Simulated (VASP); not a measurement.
The system is LiV.

```
Li V
1.0
     2.39384    0.00000    0.00000
     0.00000    2.39384    0.00000
     0.00000    0.00000    4.91944
Li V
1 1
Direct
  0.50000 0.50000 0.50000
  0.00000 0.00000 0.00000
```

```yaml
Program: VASP 6.6.1
Task: relaxation of cell and atoms
Functional: PBE
Potentials_or_basis: VASP PAW PBE potentials, release 64 (Li_sv, V_sv)
Cutoff: 600 eV
k_mesh: 22 × 22 × 12
Occupations: gaussian, width 0.1 eV
Spin: no spin polarisation
```

At the start: pressure 0.1 GPa; volume 14.10 Å³/atom.

Problem. How do energy, volume and symmetry change on relaxing?

Solution. Over 7 steps the energy falls by 4.3 meV/atom; space group P4/mmm (No. 123, to 0.1 Å) before and after.

The path:
```tsv
step	energy change (eV)	largest force (eV/Å)	pressure (GPa)	volume (Å³)
1	0.0000	0.0000	0.11	28.19
2	-0.0086	0.0000	-0.17	28.23
3	-0.0086	0.0000	-0.15	28.23
4	-0.0086	0.0000	-0.10	28.22
5	-0.0086	0.0000	-0.04	28.20
6	-0.0086	0.0000	-0.09	28.21
7	-0.0087	0.0000	0.03	28.20
```

Final structure:
```
Li V
1.0
     2.39538    0.00000    0.00000
     0.00000    2.39538    0.00000
     0.00000    0.00000    4.91515
Li V
1 1
Direct
  0.50000 0.50000 0.50000
  0.00000 0.00000 0.00000
```

Caveat: the cutoff is under 1.25 times the usual one of these potentials, so pressure, stress and relaxed cells hold a basis-set (Pulay) error.
